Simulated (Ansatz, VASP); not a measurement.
**Two plane-wave programs on BeTe**

```xyz
2
Lattice="0.0000 2.8284 2.8284 2.8284 0.0000 2.8284 2.8284 2.8284 0.0000" Properties=species:S:1:pos:R:3 pbc="T T T"
Be    0.0000    0.0000    0.0000
Te    4.2426    4.2426    4.2426
```

Alike in both runs: functional r2SCAN; k mesh 16 × 16 × 16; occupations fermi-dirac, width 0.1 eV; no spin polarisation.

Ansatz relaxed the structure, and its values are those at the end. VASP's run is a single point on that final structure, the one shown.

|  | VASP | Ansatz |
| --- | --- | --- |
| version | VASP 6.6.1 | Ansatz 0.2.0 |
| potentials or method | VASP PAW PBE potentials, release 64 (Be, Te) | PAW with Ansatz's default frozen-core files, scalar-relativistic |
| plane-wave cutoff (eV) | 520 | 500 |
| valence electrons in the cell | 8 | 18 |

|  | VASP | Ansatz | Ansatz less VASP |
| --- | --- | --- | --- |
| pressure (GPa) | 0.2 | 0.0 | -0.17 |

VASP's potentials were made for PBE, not for r2SCAN. The functional is the same, so the differences come from potentials, cutoffs and numerics. VASP's potentials hold 8 valence electrons a cell and Ansatz's 18, so a difference there can come from the potentials and not from the codes.

Spin-orbit coupling is off throughout.
